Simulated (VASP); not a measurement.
In3As:

```
CELL_PARAMETERS angstrom
4.67168 0.00000 0.00000
0.00000 4.67168 0.00000
0.00000 0.00000 4.67168
ATOMIC_POSITIONS crystal
In 0.00000 0.50000 0.50000
In 0.50000 0.00000 0.50000
In 0.50000 0.50000 0.00000
As 0.00000 0.00000 0.00000
```

| Property | Result |
| --- | --- |
| Program | VASP 6.6.1 |
| Task | relaxation of cell and atoms |
| Functional | revPBE |
| Dispersion | D3(BJ) |
| Potentials or basis | VASP PAW PBE potentials, release 64 (In_d, As) |
| Cutoff | 600 eV |
| k mesh | 4 × 4 × 4 |
| Occupations | fermi-dirac, width 0.01 eV |
| Spin | no spin polarisation |

At the start: pressure -3.0 GPa; volume 25.49 Å³/atom.

Q: Where does the relaxation end?

A: Over 3 steps the energy falls by 16.8 meV/atom and the volume is 23.83 Å³/atom (-6.5 %); space group Pm-3m (No. 221, to 0.1 Å) before and after.

The path:
```
step  energy change (eV)  largest force (eV/Å)  pressure (GPa)  volume (Å³)
   1              0.0000                0.0000           -3.05       101.96
   2             -0.0672                0.0000            0.19        94.97
   3             -0.0674                0.0000            0.02        95.31
```

Final structure:
```
In As
1.0
     4.56779    0.00000    0.00000
     0.00000    4.56779    0.00000
     0.00000    0.00000    4.56779
In As
3 1
Direct
  0.00000 0.50000 0.50000
  0.50000 0.00000 0.50000
  0.50000 0.50000 0.00000
  0.00000 0.00000 0.00000
```

Caveat: the PAW data sets were made with another functional, which shifts forces and pressure a little.
